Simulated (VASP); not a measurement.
# Ti8HC8 (a cell with a defect) in VASP: relaxation of the atoms with PBE

Aim: the relaxation of the atoms of Ti8HC8 (a cell with a defect) with PBE.

Everything below comes from runs of VASP 6.6.1. Logs are shortened: lines on timing, memory, paths and dates and some standing lists are left out, and cuts for length are marked.

### Step 1. The cell of the first run

The cell holds a defect, 17 atoms: a = 6.126 Å, b = 6.126 Å, c = 6.126 Å, α = 60.00°, β = 60.00°, γ = 60.00°.

### Step 2. Relaxation of the atoms, PBE

The input, INCAR:

```
SYSTEM = Ti8HC8
ALGO = Normal
EDIFF = 1E-7
EDIFFG = -0.08
ENCUT = 520
GGA = PE
IBRION = 2
ISIF = 2
ISMEAR = -1
LASPH = .True.
LCHARG = .False.
LREAL = Auto
LWAVE = .False.
NELM = 80
NSW = 45
PREC = Accurate
SIGMA = 0.1
```

The input, KPOINTS:

```
k-points
0
Gamma
  2 2 2
  0 0 0
```

The input, POSCAR:

```
Ti8HC8
1.0
    0.0000000000      4.3314380000      4.3314380000
    4.3314380000      0.0000000000      4.3314380000
    4.3314380000      4.3314380000      0.0000000000
Ti C H
8 8 1
Direct
    0.0000000000      0.0000000000      0.0000000000
    0.0000000000      0.0000000000      0.5000000000
    0.0000000000      0.5000000000      0.0000000000
    0.0000000000      0.5000000000      0.5000000000
    0.5000000000      0.0000000000      0.0000000000
    0.5000000000      0.0000000000      0.5000000000
    0.5000000000      0.5000000000      0.0000000000
    0.5000000000      0.5000000000      0.5000000000
    0.2500000000      0.2500000000      0.2500000000
    0.2500000000      0.2500000000      0.7500000000
    0.2500000000      0.7500000000      0.2500000000
    0.2500000000      0.7500000000      0.7500000000
    0.7500000000      0.2500000000      0.2500000000
    0.7500000000      0.2500000000      0.7500000000
    0.7500000000      0.7500000000      0.2500000000
    0.7500000000      0.7500000000      0.7500000000
    0.8620544000      0.3890402000      0.8780029000
```

Potentials or basis: VASP PAW PBE potentials, release 64 (Ti_sv, C, H).

Command:

```sh
> cat potpaw_PBE.64/Ti_sv/POTCAR potpaw_PBE.64/C/POTCAR potpaw_PBE.64/H/POTCAR > POTCAR
> mpirun -np 1 vasp_std > vasp.out
```

OUTCAR:

```text
SYSTEM = Ti8HC8
   EDIFF = 1E-7
   EDIFFG = -0.08
   ENCUT = 520
   GGA = PE
   IBRION = 2
   ISIF = 2
   ISMEAR = -1
   LASPH = .True.
   LREAL = Auto
   NELM = 80
   NSW = 45
   PREC = Accurate

 ion  position               nearest neighbor table
   1  0.000  0.000  0.000-  10 2.17  11 2.17  12 2.17  13 2.17  14 2.17  15 2.17
   2  0.000  0.000  0.500-   9 2.17  11 2.17  12 2.17  13 2.17  14 2.17  16 2.17
   3  0.000  0.500  0.000-  17 1.86  10 2.17  12 2.17  13 2.17  15 2.17  16 2.17   9 2.17
   4  0.000  0.500  0.500-  17 1.89  10 2.17  11 2.17  14 2.17  15 2.17  16 2.17   9 2.17
   5  0.500  0.000  0.000-   9 2.17  10 2.17  11 2.17  14 2.17  15 2.17  16 2.17
   6  0.500  0.000  0.500-   9 2.17  10 2.17  12 2.17  13 2.17  15 2.17  16 2.17
   7  0.500  0.500  0.000-  17 1.81  11 2.17  12 2.17  13 2.17  14 2.17  16 2.17   9 2.17
   8  0.500  0.500  0.500-  10 2.17  11 2.17  12 2.17  13 2.17  14 2.17  15 2.17
   9  0.250  0.250  0.250-   2 2.17   3 2.17   4 2.17   5 2.17   6 2.17   7 2.17
  10  0.250  0.250  0.750-   1 2.17   3 2.17   4 2.17   5 2.17   6 2.17   8 2.17
  11  0.250  0.750  0.250-   1 2.17   2 2.17   4 2.17   5 2.17   7 2.17   8 2.17
  12  0.250  0.750  0.750-   1 2.17   2 2.17   3 2.17   6 2.17   7 2.17   8 2.17
  13  0.750  0.250  0.250-   1 2.17   2 2.17   3 2.17   6 2.17   7 2.17   8 2.17
  14  0.750  0.250  0.750-   1 2.17   2 2.17   4 2.17   5 2.17   7 2.17   8 2.17
  15  0.750  0.750  0.250-   1 2.17   3 2.17   4 2.17   5 2.17   6 2.17   8 2.17
  16  0.750  0.750  0.750-   2 2.17   3 2.17   4 2.17   5 2.17   6 2.17   7 2.17
  17  0.862  0.389  0.878-   7 1.81   3 1.86   4 1.89

  LATTYP: Found a face centered cubic cell.
 ALAT       =     8.6628760000

  Lattice vectors:

 A1 = (   0.0000000000,   4.3314380000,   4.3314380000)
 A2 = (   4.3314380000,   0.0000000000,   4.3314380000)
 A3 = (   4.3314380000,   4.3314380000,   0.0000000000)

Analysis of symmetry for initial positions (statically):
=====================================================================
 Subroutine PRICEL returns:
 Original cell was already a primitive cell.

 Routine SETGRP: Setting up the symmetry group for a
 face centered cubic supercell.

 Subroutine GETGRP returns: Found  1 space group operations
 (whereof  1 operations were pure point group operations)
 out of a pool of 48 trial point group operations.

The static configuration has the point symmetry C_1 .

Analysis of symmetry for dynamics (positions and initial velocities):
=====================================================================
 Subroutine PRICEL returns:
 Original cell was already a primitive cell.

 Routine SETGRP: Setting up the symmetry group for a
 face centered cubic supercell.

 Subroutine GETGRP returns: Found  1 space group operations
 (whereof  1 operations were pure point group operations)
 out of a pool of 48 trial point group operations.

The dynamic configuration has the point symmetry C_1 .

 Subroutine INISYM returns: Found  1 space group operations
 (whereof  1 operations are pure point group operations),
 and found     1 'primitive' translations

----------------------------------------------------------------------------------------

                                     Primitive cell

  volume of cell :     162.5273

  direct lattice vectors                    reciprocal lattice vectors
     0.000000000  4.331438000  4.331438000    -0.115435105  0.115435105  0.115435105
     4.331438000  0.000000000  4.331438000     0.115435105 -0.115435105  0.115435105
     4.331438000  4.331438000  0.000000000     0.115435105  0.115435105 -0.115435105

  length of vectors
     6.125578364  6.125578364  6.125578364     0.199939467  0.199939467  0.199939467

  position of ions in fractional coordinates (direct lattice)
     0.000000000  0.000000000  0.000000000
     0.000000000  0.000000000  0.500000000
     0.000000000  0.500000000  0.000000000
     0.000000000  0.500000000  0.500000000
     0.500000000  0.000000000  0.000000000
     0.500000000  0.000000000  0.500000000
[... 9 lines left out ...]
     0.750000000  0.750000000  0.750000000
     0.862054400  0.389040200  0.878002900

  ion indices of the primitive-cell ions
   primitive index   ion index
                 1           1
                 2           2
                 3           3
                 4           4
                 5           5
                 6           6
[... 9 lines left out ...]
                16          16
                17          17

----------------------------------------------------------------------------------------

 KPOINTS: k-points

Automatic generation of k-mesh.
 Grid dimensions read from file:
 generate k-points for:    2    2    2

 Generating k-lattice:

  Cartesian coordinates                     Fractional coordinates (reciprocal lattice)
    -0.057717552  0.057717552  0.057717552     0.500000000  0.000000000  0.000000000
     0.057717552 -0.057717552  0.057717552     0.000000000  0.500000000  0.000000000
     0.057717552  0.057717552 -0.057717552     0.000000000  0.000000000  0.500000000

  Length of vectors
     0.099969733  0.099969733  0.099969733

  Shift w.r.t. Gamma in fractional coordinates (k-lattice)
     0.000000000  0.000000000  0.000000000

 Subroutine IBZKPT returns following result:
 ===========================================

 Found      8 irreducible k-points:

 Following reciprocal coordinates:
            Coordinates               Weight
  0.000000  0.000000  0.000000      1.000000
  0.500000  0.000000  0.000000      1.000000
  0.000000  0.500000  0.000000      1.000000
  0.000000  0.000000  0.500000      1.000000
  0.500000  0.500000  0.500000      1.000000
  0.500000  0.500000  0.000000      1.000000
  0.000000  0.500000  0.500000      1.000000
  0.500000  0.000000  0.500000      1.000000
   k-points           NKPTS =      8   k-points in BZ     NKDIM =      8   number of bands    NBANDS=     77
   number of dos      NEDOS =    301   number of ions     NIONS =     17
   total plane-waves  NPLWV = 110592
   dimension x,y,z NGX =    48 NGY =   48 NGZ =   48
   dimension x,y,z NGXF=    96 NGYF=   96 NGZF=   96
   ions per type =               8   8   1
   NGX,Y,Z   is equivalent  to a cutoff of  13.03, 13.03, 13.03 a.u.
   NGXF,Y,Z  is equivalent  to a cutoff of  26.05, 26.05, 26.05 a.u.
 SYSTEM =  Ti8HC8
   PREC   = accura    normal or accurate (medium, high low for compatibility)
   ISTART =      0    job   : 0-new  1-cont  2-samecut
   ICHARG =      2    charge: 1-file 2-atom 10-const
   ISPIN  =      1    spin polarized calculation?
   LNONCOLLINEAR =      F non collinear calculations
   LSORBIT =      F    spin-orbit coupling
   LASPH  =      T    aspherical Exc in radial PAW
   ENCUT  =  520.0 eV  38.22 Ry    6.18 a.u.  11.39 11.39 11.39*2*pi/ulx,y,z
   NELM   =     80;   NELMIN=  2; NELMDL= -5     # of ELM steps
   EDIFF  = 0.1E-06   stopping-criterion for ELM
   LREAL  =      T    real-space projection
   EDIFFG = -.8E-01   stopping-criterion for IOM
   NSW    =     45    number of steps for IOM
   IBRION =      2    ionic relax: 0-MD 1-quasi-New 2-CG
   NFREE  =      1    steps in history (QN), initial steepest desc. (CG)
   ISIF   =      2    stress and relaxation
   ISYM   =      2    0-nonsym 1-usesym 2-fastsym
   POTIM  = 0.5000    time-step for ionic-motion
   TEBEG  =    0.0;   TEEND  =   0.0 temperature during run
   PSTRESS=    0.0 pullay stress
   NELECT =     129.0000    total number of electrons
   NUPDOWN=      -1.0000    fix difference up-down
   EMIN   =  10.00;   EMAX   =-10.00  energy-range for DOS
   EFERMI =   0.00;   METHOD = LEGACY
   ISMEAR =    -1;   SIGMA  =   0.10  broadening in eV -4-tet -1-fermi 0-gaus
   EFERMI_NEDOS =   21; number of points for ismear=-14 and -15
   IALGO  =     38    algorithm
   IMIX   =      4    mixing-type and parameters
     AMIX     =   0.40;   BMIX     =  1.00
     AMIX_MAG =   1.60;   BMIX_MAG =  1.00
  volume/ion in A,a.u.               =       9.56        64.52
  Fermi-wavevector in a.u.,A,eV,Ry     =   1.515756  2.864364 31.259607  2.297516
  Thomas-Fermi vector in A             =   2.625237
   LORBIT       =      0    0 simple, 1 ext, 2 COOP (PROOUT), +10 PAW based schemes
   GGA     = PE    functional components
   LHFCALC =     F    Hartree Fock is set to
   AEXX    =    0.0000 exact exchange contribution
   IVDW    =     0    specifies the selected vdW correction
   LEPSILON=     F    determine dielectric tensor
   LRPA    =     F    only Hartree local field effects (RPA)
 conjugate gradient relaxation of ions
 non-spin polarized calculation
  energy-cutoff  :      520.00
  volume of cell :      162.53
 maximum number of plane-waves:      4398
 NGX is ok and might be reduce to    48
   NGX = 23   NGY = 23   NGZ = 23

--------------------------------------- Ionic step        1  -------------------------------------------

 number of electron     129.0000001 magnetization

 Free energy of the ion-electron system (eV)
  ---------------------------------------------------
  ext. energy  EPLUGINS =         0.00000000
  ---------------------------------------------------
  free energy    TOTEN  =      -151.45900962 eV

  energy without entropy =     -151.35149639  energy(sigma->0) =     -151.40525301

------------------------ aborting loop because EDIFF is reached ----------------------------------------

  FORCE on cell =-STRESS in cart. coord.  units (eV):
  Direction    XX          YY          ZZ          XY          YZ          ZX
  --------------------------------------------------------------------------------------
  -------------------------------------------------------------------------------------
  Total        2.6472526      2.6580857      2.6640332      0.0171285      0.6953681     -0.4046805
  in kB       26.0963434     26.2031350     26.2617653      0.1688510      6.8548667     -3.9892989
  external PRESSURE =      26.1870812 kB  Pullay stress =       0.0000000 kB
[... 240 lines left out ...]
  energy  without entropy=     -151.4339238632  energy(sigma->0) =     -151.48733972

--------------------------------------- Ionic step        6  -------------------------------------------

 number of electron     129.0000000 magnetization

 Free energy of the ion-electron system (eV)
  ---------------------------------------------------
  ext. energy  EPLUGINS =         0.00000000
  ---------------------------------------------------
  free energy    TOTEN  =      -151.54132523 eV

  energy without entropy =     -151.43452837  energy(sigma->0) =     -151.48792680

 E-fermi :   9.4901     XC(G=0): -12.7674

 val. band max:        9.4770274627   @ k =   0.0000   0.0000   0.0000
 cond. band min:      10.1582407461   @ k =   0.0000   0.0000   0.0000
 fundamental gap:      0.6812132833
 Fermi energy:         9.4901086862

 k-point     1 :       0.0000    0.0000    0.0000
  band No.  band energies     occupation
      1     -47.0507      2.00000
      2     -46.9802      2.00000
      3     -46.9795      2.00000
      4     -46.9790      2.00000
      5     -46.9718      2.00000
      6     -46.9462      2.00000
[... 621 lines left out ...]
     75      12.2811      0.00000
     76      12.3839      0.00000
 [bands above 76 left out]

------------------------ aborting loop because EDIFF is reached ----------------------------------------

  FORCE on cell =-STRESS in cart. coord.  units (eV):
  Direction    XX          YY          ZZ          XY          YZ          ZX
  --------------------------------------------------------------------------------------
  -------------------------------------------------------------------------------------
  Total        2.7095646      2.7328220      2.7395517      0.0956563      0.4756463     -0.2818092
  in kB       26.7106092     26.9398782     27.0062187      0.9429699      4.6888727     -2.7780459
  external PRESSURE =      26.8855687 kB  Pullay stress =       0.0000000 kB
[... 32 lines left out ...]
  FREE ENERGIE OF THE ION-ELECTRON SYSTEM (eV)
  ---------------------------------------------------
  free  energy   TOTEN  =      -151.5413252326 eV

  energy  without entropy=     -151.4345283672  energy(sigma->0) =     -151.48792680

 reached required accuracy - stopping structural energy minimisation
```

Wall time 41 min (1 thread of Oxide Virtual Turin-like, shared host); peak memory 0.34 GiB.

What came out:

```
Free energy                  : -151.5413 eV
Energy gained by relaxing    : 4.8 meV/atom
Ionic steps                  : 6
Pressure after relaxing      : 2.7 GPa
Largest force after relaxing : 0.067 eV/Å
Band gap on the k mesh       : zero (an odd number of electrons rules out a gap without spin polarisation)
```

Forces on the atoms (eV/Å):
```
Ti   0.008 -0.004 -0.001
Ti  -0.002  0.008  0.004
Ti   0.004 -0.007 -0.007
Ti   0.005 -0.006 -0.001
Ti   0.014  0.003 -0.012
Ti  -0.001 -0.012 -0.012
Ti  -0.012  0.016  0.016
Ti   0.012 -0.010  0.001
C    0.007 -0.004  0.001
C    0.004 -0.002 -0.001
C   -0.001 -0.010 -0.008
C    0.011  0.003 -0.006
C    0.004 -0.001 -0.002
C    0.002 -0.002 -0.002
C   -0.001  0.004  0.007
C    0.004 -0.001 -0.002
H   -0.056  0.025  0.025
```

The path:
```tsv
step	energy change (eV)	largest force (eV/Å)	pressure (GPa)
1	0.0000	1.3194	2.62
2	-0.0496	0.6905	2.81
3	-0.0786	0.1390	2.70
4	-0.0817	0.0850	2.69
5	-0.0817	0.0825	2.69
6	-0.0823	0.0666	2.69
```

Final structure:
```
CELL_PARAMETERS angstrom
0.00000 4.33144 4.33144
4.33144 0.00000 4.33144
4.33144 4.33144 0.00000
ATOMIC_POSITIONS crystal
Ti 0.00130 0.99607 0.00129
Ti 0.00137 0.99935 0.49957
Ti 0.00256 0.50214 0.00249
Ti 0.00206 0.50167 0.49418
Ti 0.49984 0.99935 0.00107
Ti 0.49980 0.99935 0.49960
Ti 0.49118 0.50267 0.00303
Ti 0.49988 0.50069 0.49964
C 0.24962 0.25019 0.25021
C 0.25297 0.24913 0.74901
C 0.24950 0.75034 0.25005
C 0.24955 0.75041 0.75016
C 0.74890 0.24946 0.25248
C 0.74878 0.24929 0.74915
C 0.74998 0.75026 0.24998
C 0.74924 0.75155 0.74970
H 0.86552 0.38711 0.87640
```

Caveat: the k points lie up to 0.63 Å⁻¹ apart, too coarse for converged energies and pressures of a metal; the relaxation stopped at a loose force limit of 0.08 eV/Å, so its end isn't a converged minimum.

The gap in the log of VASP goes by the Fermi energy; the results here count the filled bands.